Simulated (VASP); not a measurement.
A run of VASP 6.6.1 is set up as follows.

Contents of POSCAR:

```
Ca8Cu15Si16
1.0
    8.0800000000      0.0000000000      0.0000000000
    0.0000000000      8.0800000000      0.0000000000
    0.0000000000      0.0000000000     10.0000000000
Ca Si Cu
8 16 15
Direct
    0.0074133663      0.0253960396     -0.0554900000
    0.5050866337     -0.0475866337     -0.0249500000
    0.0035519802      0.4944801980     -0.0427100000
    0.2903960396      0.2965099010      0.4635000000
    0.5330198020      0.5041955446     -0.0067000000
    0.7601113861      0.2356559406      0.5053500000
    0.3245297030      0.7421905941      0.4554200000
    0.8002722772      0.7817821782      0.4569100000
   -0.0002846535      0.0450495050      0.3039900000
    0.0269183168      0.0192202970      0.5871900000
    0.5105198020      0.0496782178      0.3459900000
    0.5534653465     -0.0147648515      0.5843100000
    0.0559777228      0.5357054455      0.3357200000
   -0.0091584158      0.5001237624      0.5617200000
    0.2759034653      0.2573514851      0.8404200000
    0.3202227723      0.2515470297      0.0603000000
    0.5730445545      0.4980940594      0.3141500000
    0.5647029703      0.5776361386      0.5677100000
    0.7605693069      0.2996410891      0.8568500000
    0.7643069307      0.2827475248      0.1170900000
    0.2788242574      0.7220297030      0.8705300000
    0.2328836634      0.7640346535      0.0829600000
    0.7793316832      0.7735148515      0.8569000000
    0.7896163366      0.7838118812      0.0836700000
    0.2817821782     -0.0060643564      0.1804400000
    0.5117945545      0.2389356436      0.2183100000
    0.7691584158      0.0258910891      0.1869400000
    0.0127475248      0.7882797030      0.2034600000
    0.2931806931      0.5188490099      0.1856100000
    0.3219554455      0.5001980198      0.7027700000
    0.4805816832      0.2978589109      0.6810600000
    0.5191831683      0.7805940594      0.2161100000
    0.8020049505      0.5309653465      0.1910800000
    0.7833415842      0.5477351485      0.7146900000
    0.0427103960      0.3149876238      0.7350700000
    0.2413118812      0.0215099010      0.7331000000
    0.4607549505      0.7655321782      0.7307600000
    0.7472277228      0.0478217822      0.7438100000
    0.0226732673      0.7151732673      0.7445100000
```

INCAR.step1

```
SYSTEM = Ca8Cu15Si16
ALGO = Normal
EDIFF = 1E-4
ENCUT = 520
GGA = PE
ISMEAR = -1
LASPH = .TRUE.
LCHARG = .FALSE.
LREAL = Auto
LWAVE = .TRUE.
NBANDS = 180
NELECT = 310.0
NELM = 100
PREC = Accurate
SIGMA = 0.05
```

The input INCAR.step2:

```
SYSTEM = Ca8Cu15Si16
ALGO = Normal
EDIFF = 1E-6
ENCUT = 520
ISIF = 2
ISMEAR = -1
ISTART = 1
IVDW = 12
LASPH = .TRUE.
LCHARG = .FALSE.
LMIXTAU = .TRUE.
LREAL = Auto
LWAVE = .FALSE.
METAGGA = R2SCAN
NBANDS = 180
NELECT = 310.0
NELM = 100
PREC = Accurate
SIGMA = 0.05
VDW_A1 = 0.49484001
VDW_A2 = 5.73083694
VDW_S6 = 1.0
VDW_S8 = 0.78981345
```

Contents of KPOINTS:

```
k-points
0
G
  1 1 1
  0 0 0
```

Potentials or basis: VASP PAW PBE potentials, release 64 (Ca_sv, Si, Cu).

Launch:

```bash
$ cat potpaw_PBE.64/Ca_sv/POTCAR potpaw_PBE.64/Si/POTCAR potpaw_PBE.64/Cu/POTCAR > POTCAR
$ cp INCAR.step1 INCAR
$ mpirun -np 1 vasp_gam > vasp.out
$ cp INCAR.step2 INCAR
$ mpirun -np 1 vasp_gam > vasp.out
```

Task: What does it give for the dispersion energy per atom?

Result: -0.200 eV.

Task: Estimate the largest force.

Result: 5.548 eV/Å.

Forces on the atoms (eV/Å):
```
Ca   0.498  0.212  0.974
Ca   0.644  2.324 -0.991
Ca   1.291  1.021  1.824
Ca  -0.838 -0.691 -0.717
Ca  -0.255  1.284 -1.409
Ca   0.797  1.554 -1.587
Ca  -2.269  1.445 -0.491
Ca   0.076 -0.087 -0.483
Si   1.744  0.268  2.009
Si  -0.160  0.089 -0.377
Si   0.390 -4.750  2.839
Si  -2.216  1.092 -0.035
Si  -0.812 -0.318 -0.080
Si   1.714  0.822  0.273
Si   0.946  0.500  0.582
Si  -1.830 -0.071  0.379
Si  -0.948  1.091  2.415
Si  -0.150 -2.854 -0.292
Si   0.156 -1.205 -0.374
Si   0.690 -0.713 -2.838
Si  -2.774  0.116 -0.206
Si   1.450 -1.467 -1.214
Si  -0.504  0.548 -0.411
Si  -1.488 -1.156 -1.773
Cu  -0.430  1.880  1.854
Cu   0.194  2.678 -1.810
Cu  -0.924 -0.302  1.355
Cu   0.061 -0.378  1.677
Cu   0.056 -0.994  1.381
Cu  -2.829  2.306  0.778
Cu   3.271 -2.616  0.841
Cu   0.406 -0.340  0.082
Cu   0.837  1.046  1.514
Cu  -0.771 -1.214  0.121
Cu  -1.446 -1.020 -1.436
Cu   0.971 -1.391 -1.032
Cu   2.902  0.923 -1.727
Cu   0.395 -0.726 -0.414
Cu   1.159  1.094 -1.201
```

Caveat: the k points lie up to 0.78 Å⁻¹ apart; the cell carries a net charge on a neutralising background, which shifts energy and pressure; the atoms stand as in a frame of molecular dynamics; the PAW data sets were made with another functional, which shifts forces and pressure a little.
